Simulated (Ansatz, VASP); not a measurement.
**PdPt2 in VASP and in Ansatz**

```xyz
3
Lattice="4.6583 0.0000 0.0000 -2.3291 4.0342 0.0000 0.0000 0.0000 2.6709" Properties=species:S:1:pos:R:3 pbc="T T T"
Pd    0.0000    0.0000    0.0000
Pt    0.0000    2.6894    0.0000
Pt    2.3291    1.3447    0.0000
```

Alike in both runs: functional PBE; k mesh 12 × 12 × 18; occupations gaussian, width 0.1 eV; no spin polarisation.

Ansatz relaxed the structure, and its values are those at the end. VASP's run is a single point on that final structure, the one shown.

```csv
,VASP,Ansatz
version,VASP 6.6.1,Ansatz 0.2.0
potentials or method,"VASP PAW PBE potentials, release 64 (Pd, Pt), cutoff 500 eV","scalar-relativistic, plane waves, PAW"
valence electrons in the cell,30,54
```

```tsv
	VASP	Ansatz	Ansatz less VASP
gap on the k mesh at the Fermi level (eV)	none	none	-
pressure (GPa)	-0.4	0.0	+0.43
```

A gap of «none» marks a metal or a gap that the smearing closes. VASP's potentials hold 30 valence electrons a cell and Ansatz's 54, so a difference there can come from the potentials and not from the codes.

Neither program's run includes spin-orbit coupling.
